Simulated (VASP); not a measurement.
A run of VASP 6.6.1:

Contents of INCAR:

```
SYSTEM = Ti3Si
PREC     = Accurate       ! precision mode
ENCUT    = 520            ! plane-wave cutoff, eV
EDIFF    = 1E-7           ! SCF threshold, eV
ISMEAR   = 0              ! smearing method
SIGMA    = 0.15           ! smearing width, eV
LREAL    = .False.        ! projectors in reciprocal space
LASPH    = .True.         ! aspherical terms in the spheres
NELM     = 150            ! most SCF steps
ALGO     = Normal         ! electronic algorithm
ISIF     = 2              ! what is computed and relaxed
LWAVE    = .False.        ! write WAVECAR
LCHARG   = .False.        ! write CHGCAR
ISPIN    = 2              ! spin polarisation
MAGMOM   = 0.19 0.19 0.8 0 ! initial moments
LORBIT   = 11             ! projections on sites
LMAXMIX  = 4              ! l up to which the mixer works
GGA      = PS             ! functional
NBANDS   = 32             ! bands
KPAR     = 4
```

KPOINTS

```
Automatic mesh
0
Gamma
  14 14 14
  0 0 0
```

POSCAR

```
Ti3Si
1.0
    0.0000000000      3.1079738390      3.0147346238
    3.1079738390      0.0000000000      3.0147346238
    3.1079738390      3.1079738390      0.0000000000
Ti Si
3 1
Direct
    0.7500000000      0.7500000000      0.7500000000
    0.2500000000      0.2500000000      0.2500000000
    0.0000000000      0.0000000000      0.0000000000
    0.5000000000      0.5000000000      0.5000000000
```

Potentials or basis: VASP PAW PBE potentials, release 64 (Ti_sv, Si).

The run is started by

```sh
$ cat potpaw_PBE.64/Ti_sv/POTCAR potpaw_PBE.64/Si/POTCAR > POTCAR
$ mpirun -np 4 vasp_std > vasp.out
```

Hardware: 4 MPI ranks on Intel(R) Xeon(R) Platinum 8375C CPU @ 2.90GHz (Ice Lake), with other jobs on the host.

Task: How long does it take, and how much memory?

Result: Wall time 4.9 min on 4 MPI ranks on Intel(R) Xeon(R) Platinum 8375C CPU @ 2.90GHz (Ice Lake) (shared host), peak memory 0.67 GiB a rank. Counts: scf iterations 16, k points 244.
